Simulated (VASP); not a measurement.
## Sr: single point with PBEsol

Sr:

```
Sr
1.0
     4.31000    0.00000    0.00000
    -2.15500    3.73257    0.00000
     0.00000    0.00000    7.05000
Sr
2
Direct
  0.33333 0.66667 0.25000
  0.66667 0.33333 0.75000
```

This isn't the form of Sr at room conditions, which is fcc.

```
Program                : VASP 6.6.1
Task                   : single point
Functional             : PBEsol
Potentials or basis    : VASP PAW PBE potentials, release 64 (Sr_sv)
Cutoff                 : 520 eV
k mesh                 : 6 × 6 × 2
Occupations            : gaussian, width 0.1 eV
Spin                   : no spin polarisation
Dipole correction      : no
Further INCAR settings : ALGO = Normal; EDIFF = 1e-06; NBANDS = 17
```

```
Pressure               : -0.8 GPa
Band gap on the k mesh : zero (bands 10 and 11 overlap by 0.24 eV)
```

Stress tensor (GPa, compression positive):
```
-0.81  0.00  0.00
 0.00 -0.81  0.00
 0.00  0.00 -0.66
```

Levels at points of the mesh, in eV from the Fermi level:
```csv
k point,band 6,band 7,band 8,band 9,band 10,band 11,band 12,band 13,band 14,band 15
"(0.00, 0.00, 0.00)",-18.52,-18.51,-18.51,-3.63,-1.15,0.00,2.24,2.25,2.25,2.64
"(0.50, 0.00, 0.00)",-18.58,-18.56,-18.54,-1.14,-0.57,0.08,0.24,1.26,1.81,2.15
"(0.00, 0.00, 0.50)",-18.52,-18.52,-18.52,-2.72,-2.72,1.23,1.23,2.25,2.25,2.25
"(0.50, 0.00, 0.50)",-18.56,-18.56,-18.56,-0.82,-0.82,0.21,0.21,1.29,1.29,2.91
```

Wall time 37 s on 1 thread of Intel Xeon 8259CL (shared host), peak memory 0.22 GiB.

Caveat: the k points lie up to 0.45 Å⁻¹ apart; the PAW data sets were made with another functional, which shifts forces and pressure a little.
